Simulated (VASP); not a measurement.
A run of VASP 6.6.1:

Contents of INCAR:

```
PREC = Accurate
ENCUT = 520
EDIFF = 1E-8
ISMEAR = -1
SIGMA = 0.03
LREAL = F
LASPH = T
NELM = 80
ALGO = Normal
ISIF = 2
LWAVE = F
LCHARG = F
GGA = PS
LEFG = T
NBANDS = 26
```

KPOINTS

```
regular mesh
0
Gamma
  9 9 8
```

Contents of POSCAR:

```
AgCl
1.0
    1.9083278971     -5.6677271405      0.0000000000
    1.9083278971      5.6677271405      0.0000000000
    0.0000000000      0.0000000000      3.9240373500
Ag Cl
2 2
Direct
    0.3965554000      0.6034446000      0.7500000000
    0.6034446000      0.3965554000      0.2500000000
    0.8654487300      0.1345512700      0.2500000000
    0.1345512700      0.8654487300      0.7500000000
```

Potentials or basis: VASP PAW PBE potentials, release 64 (Ag, Cl).

Run with:

```console
$ cat potpaw_PBE.64/Ag/POTCAR potpaw_PBE.64/Cl/POTCAR > POTCAR
$ mpirun -np 1 vasp_std > vasp.out
```

Hardware: 1 thread of Intel(R) Xeon(R) 6975P-C (Granite Rapids), on a shared host.

Q: How long does it take, and how much memory?

A: It took 4.3 min on 1 thread of Intel(R) Xeon(R) 6975P-C (Granite Rapids) (shared host), peak memory 0.4 GiB. Counts: scf iterations 17, k points 125.
